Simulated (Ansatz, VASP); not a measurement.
## Sb3Pd in VASP and in Ansatz

```
Sb Pd
1.0
     4.58104    0.00000    0.00000
     0.00000    4.58104    0.00000
     0.00000    0.00000    4.58104
Sb Pd
3 1
Direct
  0.00000 0.50000 0.50000
  0.50000 0.00000 0.50000
  0.50000 0.50000 0.00000
  0.00000 0.00000 0.00000
```

Alike in both runs: functional PBE; k mesh 10 × 10 × 10; occupations gaussian, width 0.1 eV; no spin polarisation.

Ansatz relaxed the structure, and its values are those at the end. VASP's run is a single point on that final structure, the one shown.

```csv
,VASP,Ansatz
version,VASP 6.6.1,Ansatz 0.2.0
potentials or method,"VASP PAW PBE potentials, release 64 (Sb, Pd), cutoff 520 eV","scalar-relativistic, plane waves, PAW"
valence electrons in the cell,25,63
```

|  | VASP | Ansatz | Ansatz less VASP |
| --- | --- | --- | --- |
| gap on the k mesh at the Fermi level (eV) | none | none | - |
| pressure (GPa) | -0.1 | 0.0 | +0.12 |

A gap of «none» marks a metal or a gap that the smearing closes. With one functional, cell and mesh, what is left measures potentials, basis and numerics. VASP's potentials hold 25 valence electrons a cell and Ansatz's 63, so a difference there can come from the potentials and not from the codes.

Neither program's run includes spin-orbit coupling.
